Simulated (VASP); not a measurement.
# ZnSe4 (C2) in VASP: further runs

Runs on ZnSe4. Level: PBE. Tasks: single point.

Program: VASP 6.6.1. These are calculated values, not measurements. Logs are shortened: lines on timing, memory, paths and dates and some standing lists are left out, and cuts for length are marked.

## Step 1: The cell of the first run

It takes space group C2 (No. 5, monoclinic). The conventional cell has a = 6.625 Å, b = 4.658 Å, c = 8.309 Å, α = 90.00°, β = 107.48°, γ = 90.00°. Zn (site symmetry 2) has 4 Se at 2.47 to 2.53 Å within 3.3 Å. Se (site symmetry 1) has 2 Se at 2.31 to 2.48 Å within 3.1 Å. Within 3.3 Å of Se (site symmetry 1) lie 2 Zn at 2.47 to 2.53 Å and 1 Se at 2.48 Å.

## Step 2: Single point, PBE (volume scaled by 0.94, then relaxed in part)

File INCAR:

```
SYSTEM = ZnSe4
PREC     = Accurate       ! precision mode
ENCUT    = 520            ! plane-wave cutoff, eV
EDIFF    = 1E-6           ! SCF threshold, eV
ISMEAR   = 0              ! smearing method
SIGMA    = 0.02           ! smearing width, eV
LREAL    = .False.        ! projectors in reciprocal space
LASPH    = .True.         ! aspherical terms in the spheres
NELM     = 80             ! most SCF steps
ALGO     = Normal         ! electronic algorithm
ISIF     = 2              ! what is computed and relaxed
LWAVE    = .False.        ! write WAVECAR
LCHARG   = .False.        ! write CHGCAR
GGA      = PE             ! functional
NBANDS   = 26             ! bands
```

File KPOINTS:

```
Automatic mesh
0
Gamma
  8 8 4
  0 0 0
```

File POSCAR:

```
ZnSe4
1.0
    3.3125484966     -2.3289803453     -0.0238798940
    3.3125484966      2.3289803453     -0.0238798940
   -2.4389613919      0.0000000000      7.9429213939
Zn Se
1 4
Direct
    0.9759224386      0.0240775614      0.0000000000
    0.6491803318      0.6833805686      0.5974081907
    0.3166194314      0.3508196682      0.4025918093
    0.6018885456      0.9316107474      0.1690476770
    0.0683892526      0.3981114544      0.8309523230
```

Potentials or basis: VASP PAW PBE potentials, release 64 (Zn, Se).

On the command line:

```bash
cat potpaw_PBE.64/Zn/POTCAR potpaw_PBE.64/Se/POTCAR > POTCAR
mpirun -np 1 vasp_std > vasp.out
```

OUTCAR:

```text
SYSTEM = ZnSe4
   PREC = Accurate
   ENCUT = 520
   EDIFF = 1E-6
   ISMEAR = 0
   LREAL = .False.
   LASPH = .True.
   NELM = 80
   ISIF = 2
   GGA = PE

 ion  position               nearest neighbor table
   1  0.976  0.024  0.000-   4 2.47   5 2.47   4 2.53   5 2.53
   2  0.649  0.683  0.597-   3 2.31   5 2.48
   3  0.317  0.351  0.403-   2 2.31   4 2.48
   4  0.602  0.932  0.169-   1 2.47   3 2.48   1 2.53
   5  0.068  0.398  0.831-   1 2.47   2 2.48   1 2.53

  LATTYP: Found a base centered monoclinic cell.
 ALAT       =     6.6252691392
 B/A-ratio  =     0.7030598445
 C/A-ratio  =     1.2541291192
 COS(beta)  =    -0.3004180465

  Lattice vectors:

 A1 = (   3.3125484966,  -2.3289803453,  -0.0238798940)
 A2 = (   3.3125484966,   2.3289803453,  -0.0238798940)
 A3 = (  -2.4389613919,   0.0000000000,   7.9429213939)

Analysis of symmetry for initial positions (statically):
=====================================================================
 Subroutine PRICEL returns:
 Original cell was already a primitive cell.

 Routine SETGRP: Setting up the symmetry group for a
 base centered monoclinic supercell.

 Subroutine GETGRP returns: Found  2 space group operations
 (whereof  2 operations were pure point group operations)
 out of a pool of  4 trial point group operations.

The static configuration has the point symmetry C_2 .

Analysis of symmetry for dynamics (positions and initial velocities):
=====================================================================
 Subroutine PRICEL returns:
 Original cell was already a primitive cell.

 Routine SETGRP: Setting up the symmetry group for a
 base centered monoclinic supercell.

 Subroutine GETGRP returns: Found  2 space group operations
 (whereof  2 operations were pure point group operations)
 out of a pool of  4 trial point group operations.

The dynamic configuration has the point symmetry C_2 .

 Subroutine INISYM returns: Found  2 space group operations
 (whereof  2 operations are pure point group operations),
 and found     1 'primitive' translations

----------------------------------------------------------------------------------------

                                     Primitive cell

  volume of cell :     122.2858

  direct lattice vectors                    reciprocal lattice vectors
     3.312548497 -2.328980345 -0.023879894     0.151276048 -0.214686226  0.046450975
     3.312548497  2.328980345 -0.023879894     0.151276048  0.214686226  0.046450975
    -2.438961392  0.000000000  7.942921394     0.000909604  0.000000000  0.126177566

  length of vectors
     4.049407023  4.049407023  8.308942950     0.266706414  0.266706414  0.126180845

  position of ions in fractional coordinates (direct lattice)
     0.975922439  0.024077561  1.000000000
     0.649180332  0.683380569  0.597408191
     0.316619431  0.350819668  0.402591809
     0.601888546  0.931610747  0.169047677
     0.068389253  0.398111454  0.830952323

  ion indices of the primitive-cell ions
   primitive index   ion index
                 1           1
                 2           2
                 3           3
                 4           4
                 5           5

----------------------------------------------------------------------------------------

 KPOINTS: Automatic mesh

Automatic generation of k-mesh.
 Grid dimensions read from file:
 generate k-points for:    8    8    4

 Generating k-lattice:

  Cartesian coordinates                     Fractional coordinates (reciprocal lattice)
     0.018909506 -0.026835778  0.005806372     0.125000000 -0.000000000  0.000000000
     0.018909506  0.026835778  0.005806372    -0.000000000  0.125000000  0.000000000
     0.000227401  0.000000000  0.031544392    -0.000000000 -0.000000000  0.250000000

  Length of vectors
     0.033338302  0.033338302  0.031545211

  Shift w.r.t. Gamma in fractional coordinates (k-lattice)
     0.000000000  0.000000000  0.000000000

 Subroutine IBZKPT returns following result:
 ===========================================

 Found     78 irreducible k-points:

 Following reciprocal coordinates:
            Coordinates               Weight
  0.000000  0.000000  0.000000      1.000000
  0.125000 -0.000000  0.000000      4.000000
  0.250000 -0.000000  0.000000      4.000000
  0.375000 -0.000000  0.000000      4.000000
  0.500000 -0.000000  0.000000      2.000000
  0.125000  0.125000  0.000000      2.000000
[... 16 lines left out ...]
  0.125000 -0.000000  0.250000      4.000000
  0.250000  0.000000  0.250000      4.000000
 [... further k-points ...]
   k-points           NKPTS =     78   k-points in BZ     NKDIM =     78   number of bands    NBANDS=     26
   number of dos      NEDOS =    301   number of ions     NIONS =      5
   total plane-waves  NPLWV =  57600
   dimension x,y,z NGX =    30 NGY =   30 NGZ =   64
   dimension x,y,z NGXF=    60 NGYF=   60 NGZF=  128
   ions per type =               1   4
   NGX,Y,Z   is equivalent  to a cutoff of  12.32, 12.32, 12.81 a.u.
   NGXF,Y,Z  is equivalent  to a cutoff of  24.63, 24.63, 25.61 a.u.
 SYSTEM =  ZnSe4
   PREC   = accura    normal or accurate (medium, high low for compatibility)
   ISTART =      0    job   : 0-new  1-cont  2-samecut
   ICHARG =      2    charge: 1-file 2-atom 10-const
   ISPIN  =      1    spin polarized calculation?
   LNONCOLLINEAR =      F non collinear calculations
   LSORBIT =      F    spin-orbit coupling
   LASPH  =      T    aspherical Exc in radial PAW
   ENCUT  =  520.0 eV  38.22 Ry    6.18 a.u.   7.53  7.53 15.45*2*pi/ulx,y,z
   NELM   =     80;   NELMIN=  2; NELMDL= -5     # of ELM steps
   EDIFF  = 0.1E-05   stopping-criterion for ELM
   LREAL  =      F    real-space projection
[... 7 lines left out ...]
   TEBEG  =    0.0;   TEEND  =   0.0 temperature during run
   PSTRESS=    0.0 pullay stress
   NELECT =      36.0000    total number of electrons
   NUPDOWN=      -1.0000    fix difference up-down
   EMIN   =  10.00;   EMAX   =-10.00  energy-range for DOS
   EFERMI =   0.00;   METHOD = LEGACY
   ISMEAR =     0;   SIGMA  =   0.02  broadening in eV -4-tet -1-fermi 0-gaus
   EFERMI_NEDOS =   21; number of points for ismear=-14 and -15
   IALGO  =     38    algorithm
   IMIX   =      4    mixing-type and parameters
     AMIX     =   0.40;   BMIX     =  1.00
     AMIX_MAG =   1.60;   BMIX_MAG =  1.00
  volume/ion in A,a.u.               =      24.46       165.05
  Fermi-wavevector in a.u.,A,eV,Ry     =   1.089056  2.058018 16.137105  1.186044
  Thomas-Fermi vector in A             =   2.225251
   LORBIT       =      0    0 simple, 1 ext, 2 COOP (PROOUT), +10 PAW based schemes
   GGA     = PE    functional components
   LHFCALC =     F    Hartree Fock is set to
   AEXX    =    0.0000 exact exchange contribution
   IVDW    =     0    specifies the selected vdW correction
   LEPSILON=     F    determine dielectric tensor
   LRPA    =     F    only Hartree local field effects (RPA)
 non-spin polarized calculation
 Gauss-broadening in eV      SIGMA  =   0.02
  energy-cutoff  :      520.00
  volume of cell :      122.29
 maximum number of plane-waves:      3324
   NGX = 15   NGY = 15   NGZ = 31

 number of electron      35.9999992 magnetization

 Free energy of the ion-electron system (eV)
  ---------------------------------------------------
  ext. energy  EPLUGINS =         0.00000000
  ---------------------------------------------------
  free energy    TOTEN  =       -15.66102932 eV

  energy without entropy =      -15.66102932  energy(sigma->0) =      -15.66102932

 E-fermi :   2.8399     XC(G=0):  -9.2948

 val. band max:        2.7033607623   @ k =  -0.2500   0.2500   0.5000
 cond. band min:       3.3723258525   @ k =   0.0000   0.0000   0.5000
 fundamental gap:      0.6689650902
 Fermi energy:         2.8399346717

 k-point     1 :       0.0000    0.0000    0.0000
  band No.  band energies     occupation
      1     -12.7592      2.00000
      2     -10.7952      2.00000
      3     -10.2622      2.00000
      4      -7.5956      2.00000
      5      -4.3277      2.00000
      6      -4.1125      2.00000
[... 18 lines left out ...]
     25       9.1393      0.00000
     26       9.6352      0.00000

 k-point     2 :       0.1250   -0.0000    0.0000
  band No.  band energies     occupation
      1     -12.6891      2.00000
      2     -10.7953      2.00000
      3     -10.1787      2.00000
      4      -7.7094      2.00000
      5      -4.3251      2.00000
      6      -4.1152      2.00000
[... 18 lines left out ...]
     25       9.1231      0.00000
     26       9.7307      0.00000

 k-point     3 :       0.2500   -0.0000    0.0000
  band No.  band energies     occupation
      1     -12.5036      2.00000
      2     -10.7805      2.00000
      3      -9.9928      2.00000
      4      -7.9880      2.00000
      5      -4.3152      2.00000
      6      -4.1193      2.00000
[... 18 lines left out ...]
     25       9.2385      0.00000
     26      10.0060      0.00000

 k-point     4 :       0.3750   -0.0000    0.0000
  band No.  band energies     occupation
      1     -12.2868      2.00000
      2     -10.7578      2.00000
      3      -9.8269      2.00000
      4      -8.2691      2.00000
      5      -4.2977      2.00000
      6      -4.1237      2.00000
[... 18 lines left out ...]
     25       9.6706      0.00000
     26      10.0010      0.00000
[... 496 lines left out ...]
      1     -12.7257      2.00000
      2     -11.1117      2.00000
      3      -9.8325      2.00000
      4      -7.7986      2.00000
      5      -4.2861      2.00000
      6      -4.1042      2.00000
[... 18 lines left out ...]
     25       8.8668      0.00000
     26       9.7909      0.00000

 k-point    23 :       0.1250   -0.0000    0.2500
  band No.  band energies     occupation
      1     -12.6473      2.00000
      2     -11.1315      2.00000
      3      -9.6976      2.00000
      4      -7.9536      2.00000
      5      -4.2795      2.00000
      6      -4.1021      2.00000
[... 18 lines left out ...]
     25       8.9168      0.00000
     26       9.5233      0.00000

 k-point    24 :       0.2500    0.0000    0.2500
  band No.  band energies     occupation
      1     -12.4659      2.00000
      2     -11.0344      2.00000
      3      -9.6160      2.00000
      4      -8.1794      2.00000
      5      -4.2660      2.00000
      6      -4.0994      2.00000
[... 18 lines left out ...]
     25       9.1859      0.00000
     26       9.8499      0.00000

 [... further k-points ...]
[... 5 lines left out ...]
  --------------------------------------------------------------------------------------
  -------------------------------------------------------------------------------------
  Total        1.3905310      1.3375253      1.3964093      0.0000000      0.0000000      0.0216991
  in kB       18.2186147     17.5241379     18.2956305      0.0000000      0.0000000      0.2842999
  external PRESSURE =      18.0127944 kB  Pullay stress =       0.0000000 kB

 VOLUME and BASIS-vectors are now :
 -----------------------------------------------------------------------------
  energy-cutoff  :      520.00
  volume of cell :      122.29
      direct lattice vectors                 reciprocal lattice vectors
     3.312548497 -2.328980345 -0.023879894     0.151276048 -0.214686226  0.046450975
     3.312548497  2.328980345 -0.023879894     0.151276048  0.214686226  0.046450975
    -2.438961392  0.000000000  7.942921394     0.000909604  0.000000000  0.126177566

 POSITION                                       TOTAL-FORCE (eV/Angst)
 -----------------------------------------------------------------------------------
      3.31255     -2.21683     -0.02388        -0.000000      0.002647      0.000000
      2.95712      0.07965      4.71334         0.019854      0.008748      0.003637
      1.22902      0.07965      3.18182        -0.019854      0.008748     -0.003637
      4.66749      0.76792      1.30611         0.001682     -0.010071      0.012188
     -0.48135      0.76792      6.58905        -0.001682     -0.010071     -0.012188
 -----------------------------------------------------------------------------------
    total drift:                                0.000000     -0.000493      0.000000

  FREE ENERGIE OF THE ION-ELECTRON SYSTEM (eV)
  ---------------------------------------------------
  free  energy   TOTEN  =       -15.6610293228 eV

  energy  without entropy=      -15.6610293228  energy(sigma->0) =      -15.66102932
```

Wall time 2.7 min (1 thread of Intel Xeon Platinum 8488C (Sapphire Rapids), shared host); peak memory 0.36 GiB.

Results:

| Property | Result |
| --- | --- |
| Free energy | -15.6610 eV |
| Pressure | 1.8 GPa |
| Largest force | 0.022 eV/Å |
| Band gap on the k mesh | 0.67 eV, indirect (least direct gap 1.02 eV) |

Forces on the atoms (eV/Å):
```
Zn   0.000  0.003  0.000
Se   0.020  0.009  0.004
Se  -0.020  0.009 -0.004
Se   0.002 -0.010  0.012
Se  -0.002 -0.010 -0.012
```

Caveat: the cell differs from its parent crystal (volume scaled by 0.94, then relaxed in part).

## Step 3: Single point, PBE

This run uses another cell than the first one, of 26.01 Å³/atom, 1.063 times its volume.

File INCAR:

```
SYSTEM = ZnSe4
PREC     = Accurate       ! precision mode
ENCUT    = 520            ! plane-wave cutoff, eV
EDIFF    = 1E-6           ! SCF threshold, eV
ISMEAR   = 0              ! smearing method
SIGMA    = 0.01           ! smearing width, eV
LREAL    = .FALSE.        ! projectors in reciprocal space
LASPH    = .TRUE.         ! aspherical terms in the spheres
NELM     = 80             ! most SCF steps
ALGO     = Normal         ! electronic algorithm
ISIF     = 2              ! what is computed and relaxed
LWAVE    = .FALSE.        ! write WAVECAR
LCHARG   = .FALSE.        ! write CHGCAR
GGA      = PE             ! functional
NBANDS   = 26             ! bands
```

File KPOINTS:

```
regular mesh
0
G
  8 8 4
  0 0 0
```

File POSCAR:

```
ZnSe4
1.0
    3.3817902782     -2.4230722786     -0.0019232363
    3.3817902782      2.4230722786     -0.0019232363
   -2.4371293103      0.0000000000      7.9354786361
Zn Se
1 4
Direct
    0.9862878831      0.0137121169      0.0000000000
    0.6493975335      0.6742463641      0.5966909521
    0.3257536359      0.3506024665      0.4033090479
    0.5948055453      0.9442445978      0.1678446018
    0.0557554022      0.4051944547      0.8321553982
```

Potentials or basis: VASP PAW PBE potentials, release 64 (Zn, Se).

On the command line:

```bash
cat potpaw_PBE.64/Zn/POTCAR potpaw_PBE.64/Se/POTCAR > POTCAR
mpirun -np 1 vasp_std > vasp.out
```

Run time: 3.1 min. Hardware: 1 thread of Intel Xeon Platinum 8488C (Sapphire Rapids), shared host; peak memory 0.39 GiB.

It converged, with:

* Free energy: -15.7015 eV
* Pressure: 0.1 GPa
* Largest force: 0.028 eV/Å
* Band gap on the k mesh: 0.77 eV, indirect (least direct gap 1.04 eV)

Forces in eV/Å, atoms in the order of the input:
```
Zn   0.000  0.005  0.000
Se   0.023  0.008  0.013
Se  -0.023  0.008 -0.013
Se  -0.004 -0.011  0.007
Se   0.004 -0.011 -0.007
```

Levels at points of the mesh, in eV from the valence-band top:
| k point | band 15 | band 16 | band 17 | band 18 | band 19 | band 20 | band 21 | band 22 |
| --- | --- | --- | --- | --- | --- | --- | --- | --- |
| (0.00, 0.00, 0.00) | -1.45 | -1.40 | -1.15 | -0.82 | 1.00 | 1.39 | 2.43 | 2.90 |
| (0.50, 0.00, 0.00) | -2.01 | -1.50 | -0.91 | -0.20 | 0.95 | 2.49 | 2.62 | 3.12 |
| (0.50, 0.50, 0.00) | -2.38 | -2.36 | -1.50 | -0.87 | 1.97 | 2.00 | 3.18 | 3.21 |
| (0.00, 0.00, 0.50) | -1.70 | -1.16 | -1.12 | -0.48 | 0.77 | 1.42 | 1.54 | 3.81 |
| (0.50, 0.00, 0.50) | -1.93 | -1.63 | -0.52 | -0.31 | 1.71 | 1.89 | 1.98 | 3.97 |
| (0.50, 0.50, 0.50) | -1.95 | -1.87 | -1.66 | -1.13 | 1.24 | 1.52 | 2.17 | 4.14 |
